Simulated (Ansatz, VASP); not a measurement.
# One calculation of ZnIr2O4, two programs

```xyz
14
Lattice="0.0000 4.3178 4.3178 4.3178 0.0000 4.3178 4.3178 4.3178 0.0000" Properties=species:S:1:pos:R:3 pbc="T T T"
Zn    6.4767    6.4767    6.4767
Zn    4.3178    4.3178    4.3178
Ir    3.2383    3.2383    1.0794
Ir    3.2383    1.0794    3.2383
Ir    1.0794    3.2383    3.2383
Ir    1.0794    1.0794    1.0794
O     5.4866    5.4866    3.1489
O     5.4866    3.1489    5.4866
O     3.1489    5.4866    5.4866
O     3.1489    3.1489    3.1489
O     5.3078    5.3078    7.6455
O     5.3078    7.6455    5.3078
O     7.6455    5.3078    5.3078
O     7.6455    7.6455    7.6455
```

Alike in both runs: task single point; functional r2SCAN; k mesh 6 × 6 × 6; no spin polarisation.

|  | VASP | Ansatz |
| --- | --- | --- |
| version | VASP 6.6.1 | Ansatz 0.2.0 |
| potentials or method | VASP PAW PBE potentials, release 64 (Zn, Ir, O) | plane waves, PAW |
| plane-wave cutoff (eV) | 520 | 500 |
| occupations | gaussian, width 0.01 eV | fixed |
| valence electrons in the cell | 108 | 140 |

Ansatz gave:

```
gap on the k mesh at the Fermi level (eV) : 1.10
pressure (GPa)                            : 0.0
rms of the force components (eV/Å)        : 0.000
```

Estimate VASP's values.

gap on the k mesh at the Fermi level (eV): 1.10; pressure (GPa): 2.7; rms of the force components (eV/Å): 0.078.

VASP's potentials were made for PBE, not for r2SCAN. Atom by atom the forces differ by 0.078 eV/Å (rms over components). VASP's potentials hold 108 valence electrons a cell and Ansatz's 140, so a difference there can come from the potentials and not from the codes.

Spin-orbit coupling is off throughout.
